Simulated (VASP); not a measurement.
Wanted: the native input for a VASP 6.6.1 run.

| Quantity | Value |
| --- | --- |
| Task | single point |
| Functional | r2SCAN |
| Potentials or basis | VASP PAW PBE potentials, release 64 (Mg, O) |
| Cutoff | 520 eV |
| k mesh | 8 × 8 × 6 |
| Occupations | gaussian, width 0.02 eV |
| Spin | no spin polarisation |
| Dipole correction | no |
| Further INCAR settings | ALGO = Normal; EDIFF = 1e-07; NBANDS = 16 |

The system is MgO.

```xyz
4
Lattice="2.1442 2.1442 0.0000 -2.1442 2.1442 0.0000 0.0000 0.0000 4.1559" Properties=species:S:1:pos:R:3 pbc="T T T"
Mg    0.0000    0.0000    0.0000
Mg    0.0000    2.1442    2.0779
O     0.0000    2.1442    0.0000
O     0.0000    0.0000    2.0779
```

One way to write it, as run:

POSCAR

```
MgO
1.0
    2.1442449725      2.1442449725      0.0000000000
   -2.1442449725      2.1442449725      0.0000000000
    0.0000000000      0.0000000000      4.1558582552
Mg O
2 2
Direct
    0.0000000000      0.0000000000      0.0000000000
    0.5000000000      0.5000000000      0.5000000000
    0.5000000000      0.5000000000      0.0000000000
    0.0000000000      0.0000000000      0.5000000000
```

INCAR.step1

```
PREC     = Accurate       # precision mode
ENCUT    = 520            # plane-wave cutoff, eV
ISMEAR   = 0              # smearing method
SIGMA    = 0.02           # smearing width, eV
LREAL    = False          # projectors in reciprocal space
LASPH    = True           # aspherical terms in the spheres
NELM     = 100            # most SCF steps
NBANDS   = 16             # bands
GGA      = PE             # functional
ALGO     = Normal         # electronic algorithm
EDIFF    = 1E-4           # SCF threshold, eV
LWAVE    = True           # write WAVECAR
LCHARG   = False          # write CHGCAR
```

INCAR.step2

```
PREC     = Accurate       # precision mode
ENCUT    = 520            # plane-wave cutoff, eV
EDIFF    = 1E-7           # SCF threshold, eV
ISMEAR   = 0              # smearing method
SIGMA    = 0.02           # smearing width, eV
LREAL    = False          # projectors in reciprocal space
LASPH    = True           # aspherical terms in the spheres
NELM     = 100            # most SCF steps
ALGO     = Normal         # electronic algorithm
ISIF     = 2              # what is computed and relaxed
LWAVE    = False          # write WAVECAR
LCHARG   = False          # write CHGCAR
METAGGA  = R2SCAN         # meta-GGA
LMIXTAU  = True         
NBANDS   = 16             # bands
ISTART   = 1
```

KPOINTS

```
regular mesh
0
Gamma
  8 8 6
```

Potentials or basis: VASP PAW PBE potentials, release 64 (Mg, O).

The run is started by

```console
$ cat potpaw_PBE.64/Mg/POTCAR potpaw_PBE.64/O/POTCAR > POTCAR
$ cp INCAR.step1 INCAR
$ mpirun -np 1 vasp_std > vasp.out
$ cp INCAR.step2 INCAR
$ mpirun -np 1 vasp_std > vasp.out
```

Results of the run:

```
Pressure               : -5.2 GPa
Band gap on the k mesh : 5.35 eV
```

Caveat: the PAW data sets were made with another functional, which shifts forces and pressure a little.

Run time: 56 s on 1 thread of Intel(R) Xeon(R) Platinum 8488C (Sapphire Rapids), with other jobs on the host, peak memory 0.17 GiB.
